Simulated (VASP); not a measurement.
Here is a VASP 6.6.1 calculation.

Contents of INCAR:

```
  ALGO = Normal
  EDIFF = 1E-6
  ENCUT = 520
  GGA = PE
  ISIF = 2
  ISMEAR = -1
  LASPH = T
  LCHARG = T
  LELF = T
  LREAL = F
  LVHAR = T
  LWAVE = F
  NBANDS = 21
  NELM = 80
  PREC = Accurate
  SIGMA = 0.1
```

The input KPOINTS:

```
k-points
0
Gamma
  10 10 6
```

File POSCAR:

```
W
1.0
    2.7102637204      0.0000000000      0.0000000000
   -1.3551318602      2.3471572328      0.0000000000
    0.0000000000      0.0000000000      4.7425759309
W
2
Direct
    0.3333333333      0.6666666667      0.2500000000
    0.6666666667      0.3333333333      0.7500000000
```

Potentials or basis: VASP PAW PBE potentials, release 64 (W_sv).

Launch:

```console
$ cat potpaw_PBE.64/W_sv/POTCAR > POTCAR
$ mpirun -np 1 vasp_std > vasp.out
```

(1) What does it give for the pressure?

(2) Estimate the band gap on the k mesh.

Answers

(1) 30.9 GPa.

(2) zero (band 14 reaches 13.30 eV, above the bottom of band 15 at 11.25 eV).

Caveat: spin-orbit coupling is left out, which moves the levels of the heavy elements.
